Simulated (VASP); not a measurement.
# GaN (P6_3mc) in VASP: further runs

Runs on GaN. Level: r2SCAN. Tasks: single point.

Program: VASP 6.6.1. These are calculated values, not measurements. Logs are shortened: lines on timing, memory, paths and dates and some standing lists are left out, and cuts for length are marked.

## Step 1: The cell of the first run

The structure is hexagonal, space group P6_3mc (No. 186). Conventional cell: a = 3.135 Å, b = 3.135 Å, c = 5.028 Å, α = 90.00°, β = 90.00°, γ = 120.00°. Within 2.5 Å of Ga (site symmetry 3m) lie 4 N at 1.89 to 1.91 Å. Within 2.5 Å of N (site symmetry 3m) lie 4 Ga at 1.89 to 1.91 Å.

## Step 2: Single point, r2SCAN (strain -0.015 along x and y, -0.030 along z)

Input file POSCAR:

```
GaN
1.0
    3.1353519534      0.0000000000      0.0000000000
   -1.5676759767      2.7152944415      0.0000000000
    0.0000000000      0.0000000000      5.0280883552
Ga N
2 2
Direct
    0.3333333333      0.6666666667      0.9991101046
    0.6666666667      0.3333333333      0.4991101046
    0.3333333333      0.6666666667      0.3758898954
    0.6666666667      0.3333333333      0.8758898954
```

Input file INCAR.step1:

```
SYSTEM = GaN
ALGO     = Normal         ! electronic algorithm
EDIFF    = 1E-4           ! SCF threshold, eV
ENCUT    = 520            ! plane-wave cutoff, eV
GGA      = PE             ! functional
ISMEAR   = 0              ! smearing method
LASPH    = .True.         ! aspherical terms in the spheres
LCHARG   = .False.        ! write CHGCAR
LREAL    = .False.        ! projectors in reciprocal space
LWAVE    = .True.         ! write WAVECAR
NBANDS   = 26             ! bands
NELM     = 80             ! most SCF steps
PREC     = Accurate       ! precision mode
SIGMA    = 0.05           ! smearing width, eV
```

Input file INCAR.step2:

```
SYSTEM = GaN
ALGO     = Normal         ! electronic algorithm
EDIFF    = 1E-7           ! SCF threshold, eV
ENCUT    = 520            ! plane-wave cutoff, eV
ISIF     = 2              ! what is computed and relaxed
ISMEAR   = 0              ! smearing method
ISTART   = 1            
LASPH    = .True.         ! aspherical terms in the spheres
LCHARG   = .True.         ! write CHGCAR
LELF     = .True.         ! ELF
LMIXTAU  = .True.       
LREAL    = .False.        ! projectors in reciprocal space
LVHAR    = .True.       
LWAVE    = .False.        ! write WAVECAR
METAGGA  = R2SCAN         ! meta-GGA
NBANDS   = 26             ! bands
NELM     = 80             ! most SCF steps
PREC     = Accurate       ! precision mode
SIGMA    = 0.05           ! smearing width, eV
```

Input file KPOINTS:

```
k-points
0
Gamma
  12 12 6
  0 0 0
```

Potentials or basis: VASP PAW PBE potentials, release 64 (Ga_d, N).

On the command line:

```bash
> cat potpaw_PBE.64/Ga_d/POTCAR potpaw_PBE.64/N/POTCAR > POTCAR
> cp INCAR.step1 INCAR
> mpirun -np 1 vasp_std > vasp.out
> cp INCAR.step2 INCAR
> mpirun -np 1 vasp_std > vasp.out
```

OUTCAR:

```text
SYSTEM = GaN
   EDIFF = 1E-7
   ENCUT = 520
   ISIF = 2
   ISMEAR = 0
   ISTART = 1
   LASPH = .True.
   LREAL = .False.
   METAGGA = R2SCAN
   NELM = 80
   PREC = Accurate

 ion  position               nearest neighbor table
   1  0.333  0.667  0.999-   3 1.89   4 1.91   4 1.91   4 1.91
   2  0.667  0.333  0.499-   4 1.89   3 1.91   3 1.91   3 1.91
   3  0.333  0.667  0.376-   1 1.89   2 1.91   2 1.91   2 1.91
   4  0.667  0.333  0.876-   2 1.89   1 1.91   1 1.91   1 1.91

  LATTYP: Found a hexagonal cell.
 ALAT       =     3.1353519534
 C/A-ratio  =     1.6036758967

  Lattice vectors:

 A1 = (   3.1353519534,   0.0000000000,   0.0000000000)
 A2 = (  -1.5676759767,   2.7152944415,   0.0000000000)
 A3 = (   0.0000000000,   0.0000000000,   5.0280883552)

Analysis of symmetry for initial positions (statically):
=====================================================================
 Subroutine PRICEL returns:
 Original cell was already a primitive cell.

 Routine SETGRP: Setting up the symmetry group for a
 hexagonal supercell.

 Subroutine GETGRP returns: Found 12 space group operations
 (whereof  6 operations were pure point group operations)
 out of a pool of 24 trial point group operations.

The static configuration has the point symmetry C_3v.
 The point group associated with its full space group is C_6v.

Analysis of symmetry for dynamics (positions and initial velocities):
=====================================================================
 Subroutine PRICEL returns:
 Original cell was already a primitive cell.

 Routine SETGRP: Setting up the symmetry group for a
 hexagonal supercell.

 Subroutine GETGRP returns: Found 12 space group operations
 (whereof  6 operations were pure point group operations)
 out of a pool of 24 trial point group operations.

The dynamic configuration has the point symmetry C_3v.
 The point group associated with its full space group is C_6v.

 Subroutine INISYM returns: Found 12 space group operations
 (whereof  6 operations are pure point group operations),
 and found     1 'primitive' translations

----------------------------------------------------------------------------------------

                                     Primitive cell

[... 90 lines left out ...]
   LSORBIT =      F    spin-orbit coupling
   LASPH  =      T    aspherical Exc in radial PAW
   ENCUT  =  520.0 eV  38.22 Ry    6.18 a.u.   5.83  5.83  9.35*2*pi/ulx,y,z
   NELM   =     80;   NELMIN=  2; NELMDL=  0     # of ELM steps
   EDIFF  = 0.1E-06   stopping-criterion for ELM
   LREAL  =      F    real-space projection
   EDIFFG = 0.1E-05   stopping-criterion for IOM
   NSW    =      0    number of steps for IOM
   IBRION =     -1    ionic relax: 0-MD 1-quasi-New 2-CG
   NFREE  =      0    steps in history (QN), initial steepest desc. (CG)
   ISIF   =      2    stress and relaxation
   ISYM   =      2    0-nonsym 1-usesym 2-fastsym
   POTIM  = 0.5000    time-step for ionic-motion
   TEBEG  =    0.0;   TEEND  =   0.0 temperature during run
   PSTRESS=    0.0 pullay stress
   NELECT =      36.0000    total number of electrons
   NUPDOWN=      -1.0000    fix difference up-down
   EMIN   =  10.00;   EMAX   =-10.00  energy-range for DOS
   EFERMI =   0.00;   METHOD = LEGACY
   ISMEAR =     0;   SIGMA  =   0.05  broadening in eV -4-tet -1-fermi 0-gaus
   EFERMI_NEDOS =   21; number of points for ismear=-14 and -15
   IALGO  =     38    algorithm
   IMIX   =      4    mixing-type and parameters
     AMIX     =   0.40;   BMIX     =  1.00
     AMIX_MAG =   1.60;   BMIX_MAG =  1.00
  volume/ion in A,a.u.               =      10.70        72.22
  Fermi-wavevector in a.u.,A,eV,Ry     =   1.545279  2.920154 32.489185  2.387888
  Thomas-Fermi vector in A             =   2.650680
   LORBIT       =      0    0 simple, 1 ext, 2 COOP (PROOUT), +10 PAW based schemes
   METAGGA = R2SCAN    functional components
   LHFCALC =     F    Hartree Fock is set to
   AEXX    =    0.0000 exact exchange contribution
   IVDW    =     0    specifies the selected vdW correction
   LEPSILON=     F    determine dielectric tensor
   LRPA    =     F    only Hartree local field effects (RPA)
 non-spin polarized calculation
 Gauss-broadening in eV      SIGMA  =   0.05
  energy-cutoff  :      520.00
  volume of cell :       42.81
 maximum number of plane-waves:      1182
 NGX is ok and might be reduce to    24
   NGX = 11   NGY = 11   NGZ = 19

 number of electron      36.0000023 magnetization

 Free energy of the ion-electron system (eV)
  ---------------------------------------------------
  ext. energy  EPLUGINS =         0.00000000
  ---------------------------------------------------
  free energy    TOTEN  =       -43.68095624 eV

  energy without entropy =      -43.68095624  energy(sigma->0) =      -43.68095624

 E-fermi :   6.0690     XC(G=0): -13.0259

 val. band max:        5.7791248496   @ k =   0.0000   0.0000   0.0000
 cond. band min:       8.5723366335   @ k =   0.0000   0.0000   0.0000
 fundamental gap:      2.7932117839
 Fermi energy:         6.0689903931

 k-point     1 :       0.0000    0.0000    0.0000
  band No.  band energies     occupation
      1     -11.5754      2.00000
      2     -10.3618      2.00000
      3      -8.1023      2.00000
      4      -8.0792      2.00000
      5      -8.0792      2.00000
      6      -7.9924      2.00000
[... 685 lines left out ...]
     25      18.3414      0.00000
     26      20.3546      0.00000

 [... further k-points ...]

------------------------ aborting loop because EDIFF is reached ----------------------------------------

  FORCE on cell =-STRESS in cart. coord.  units (eV):
  Direction    XX          YY          ZZ          XY          YZ          ZX
  --------------------------------------------------------------------------------------
  -------------------------------------------------------------------------------------
  Total        3.3662183      3.3662183      5.3248551      0.0000000      0.0000000      0.0000000
  in kB      125.9930905    125.9930905    199.3022720      0.0000000      0.0000000      0.0000000
  external PRESSURE =     150.4294844 kB  Pullay stress =       0.0000000 kB

 VOLUME and BASIS-vectors are now :
 -----------------------------------------------------------------------------
  energy-cutoff  :      520.00
  volume of cell :       42.81
      direct lattice vectors                 reciprocal lattice vectors
     3.135351953  0.000000000  0.000000000     0.318943460  0.184142092  0.000000000
    -1.567675977  2.715294442  0.000000000     0.000000000  0.368284185  0.000000000
     0.000000000  0.000000000  5.028088355     0.000000000  0.000000000  0.198882742

 POSITION                                       TOTAL-FORCE (eV/Angst)
 -----------------------------------------------------------------------------------
     -0.00000      1.81020      5.02361         0.000000     -0.000000     -0.224025
      1.56768      0.90510      2.50957        -0.000000      0.000000     -0.224025
     -0.00000      1.81020      1.89001        -0.000000     -0.000000      0.224025
      1.56768      0.90510      4.40405        -0.000000     -0.000000      0.224025
 -----------------------------------------------------------------------------------
    total drift:                                0.000002      0.000003      0.028685

  FREE ENERGIE OF THE ION-ELECTRON SYSTEM (eV)
  ---------------------------------------------------
  free  energy   TOTEN  =       -43.6809562423 eV

  energy  without entropy=      -43.6809562423  energy(sigma->0) =      -43.68095624
```

Run time: 2.8 min. Hardware: 1 thread of AMD EPYC 9R45 (Zen 5), shared host; peak memory 0.18 GiB.

What came out:

```
Free energy            : -43.6810 eV
Pressure               : 15.0 GPa
Largest force          : 0.224 eV/Å
Band gap on the k mesh : 2.79 eV
```

Forces on the atoms (eV/Å):
```
Ga   0.000  0.000 -0.224
Ga   0.000  0.000 -0.224
N    0.000  0.000  0.224
N    0.000  0.000  0.224
```

Levels at points of the mesh, in eV from the valence-band top:
| k point | band 16 | band 17 | band 18 | band 19 | band 20 | band 21 |
| --- | --- | --- | --- | --- | --- | --- |
| (0.00, 0.00, 0.00) | -0.01 | -0.01 | 0.00 | 2.79 | 5.08 | 10.46 |
| (0.50, 0.00, 0.00) | -3.12 | -2.43 | -1.08 | 5.66 | 6.48 | 6.87 |
| (0.00, 0.00, 0.50) | -0.63 | -0.63 | -0.63 | 5.12 | 5.12 | 9.62 |
| (0.50, 0.00, 0.50) | -2.19 | -2.02 | -2.02 | 5.13 | 5.13 | 8.86 |

Caveat: the cell differs from its parent crystal (strain -0.015 along x and y, -0.030 along z); the stress differs along the axes, from 13 to 20 GPa; the PAW data sets were made with another functional, which shifts forces and pressure a little.

## Step 3: Single point, r2SCAN (strain -0.030 along x and y, +0.015 along z)

Input file POSCAR:

```
GaN
1.0
    3.0876054770      0.0000000000      0.0000000000
   -1.5438027385      2.6739447799      0.0000000000
    0.0000000000      0.0000000000      5.2613501861
Ga N
2 2
Direct
    0.3333333333      0.6666666667      0.9991101046
    0.6666666667      0.3333333333      0.4991101046
    0.3333333333      0.6666666667      0.3758898954
    0.6666666667      0.3333333333      0.8758898954
```

Input file INCAR.step1:

```
PREC = Accurate
ENCUT = 520
ISMEAR = 0
SIGMA = 0.05
LREAL = F
LASPH = T
NELM = 60
NBANDS = 26
GGA = PE
ALGO = Normal
EDIFF = 1E-4
LWAVE = T
LCHARG = F
```

Input file INCAR.step2:

```
PREC = Accurate
ENCUT = 520
EDIFF = 1E-6
ISMEAR = 0
SIGMA = 0.05
LREAL = F
LASPH = T
NELM = 60
ALGO = Normal
ISIF = 2
LWAVE = F
LCHARG = F
METAGGA = R2SCAN
LMIXTAU = T
NBANDS = 26
ISTART = 1
```

Input file KPOINTS:

```
Automatic mesh
0
Gamma
  12 12 6
```

Potentials or basis: VASP PAW PBE potentials, release 64 (Ga_d, N).

On the command line:

```bash
> cat potpaw_PBE.64/Ga_d/POTCAR potpaw_PBE.64/N/POTCAR > POTCAR
> cp INCAR.step1 INCAR
> mpirun -np 1 vasp_std > vasp.out
> cp INCAR.step2 INCAR
> mpirun -np 1 vasp_std > vasp.out
```

Wall time 2.3 min (1 thread of AMD EPYC 9R45 (Zen 5), shared host); peak memory 0.18 GiB.

It converged, with:

```yaml
Free_energy: -43.6579 eV
Pressure: 11.9 GPa
Largest_force: 0.545 eV/Å
Band_gap_on_the_k_mesh: 2.47 eV
```

Forces on the atoms (eV/Å):
```
Ga   0.000  0.000  0.545
Ga   0.000  0.000  0.545
N    0.000  0.000 -0.545
N    0.000  0.000 -0.545
```

Stress tensor (GPa, compression positive):
```
18.66  0.00  0.00
 0.00 18.66  0.00
 0.00  0.00 -1.58
```

Levels at points of the mesh, in eV from the valence-band top:
```csv
k point,band 16,band 17,band 18,band 19,band 20,band 21
"(0.00, 0.00, 0.00)",-0.24,0.00,0.00,2.47,5.52,9.85
"(0.50, 0.00, 0.00)",-2.87,-2.41,-1.21,5.98,6.16,6.44
"(0.00, 0.00, 0.50)",-0.49,-0.49,-0.49,5.17,5.17,9.15
"(0.50, 0.00, 0.50)",-2.27,-2.10,-2.10,4.85,4.85,8.57
```

Caveat: the cell differs from its parent crystal (strain -0.030 along x and y, +0.015 along z); the stress differs along the axes, from -2 to 19 GPa; the PAW data sets were made with another functional, which shifts forces and pressure a little.
